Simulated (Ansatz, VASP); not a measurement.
BeS in VASP and in Ansatz

INCAR

```
ALGO = Normal ; EDIFF = 1E-6
ENCUT = 520 ; GGA = PE
ISIF = 2 ; ISMEAR = 0
LASPH = True ; LCHARG = False
LREAL = False ; LWAVE = False
NBANDS = 11 ; NELM = 60
PREC = Accurate ; SIGMA = 0.05
```

KPOINTS

```
k-points
0
Gamma
  12 12 12
```

Contents of POSCAR:

```
BeS
1.0
    0.0000000000      2.4380427912      2.4380427912
    2.4380427912      0.0000000000      2.4380427912
    2.4380427912      2.4380427912      0.0000000000
Be S
1 1
Direct
    0.0000000000      0.0000000000      0.0000000000
    0.7500000000      0.7500000000      0.7500000000
```

Input for Ansatz:

```yaml
crystal:
  lattice:
    - [0.0, 2.4380427912, 2.4380427912]
    - [2.4380427912, 0.0, 2.4380427912]
    - [2.4380427912, 2.4380427912, 0.0]
  atoms:
    - { symbol: Be, position: [0.0, 0.0, 0.0] }
    - { symbol: S, position: [0.75, 0.75, 0.75] }
basis:
  ecutwfc: 420
  ecutrho_ratio: 4
kpoints:
  mp_grid: { grid: [12, 12, 12] }
hamiltonian:
  xc: pbe
scf:
  occupations: { method: gaussian, width: 0.05 }
output:
  forces: true
  stress: true
  eigenvalues: true
```

Alike in both runs: task single point; functional PBE; k mesh 12 × 12 × 12; occupations gaussian, width 0.05 eV; no spin polarisation.

|  | VASP | Ansatz |
| --- | --- | --- |
| version | VASP 6.6.1 | Ansatz 0.2.0 |
| potentials or method | VASP PAW PBE potentials, release 64 (Be, S), cutoff 520 eV | scalar-relativistic, plane waves, PAW |
| valence electrons in the cell | 8 | 8 |

Ansatz gave:

| Quantity | Value |
| --- | --- |
| gap on the k mesh at the Fermi level (eV) | 3.15 |
| least direct gap on the mesh (eV) | 5.66 |
| pressure (GPa) | 0.0 |

Q: What did VASP give for the same quantities?

A: gap on the k mesh at the Fermi level (eV): 3.15; least direct gap on the mesh (eV): 5.68; pressure (GPa): 0.0.

With one functional, cell and mesh, what is left measures potentials, basis and numerics.
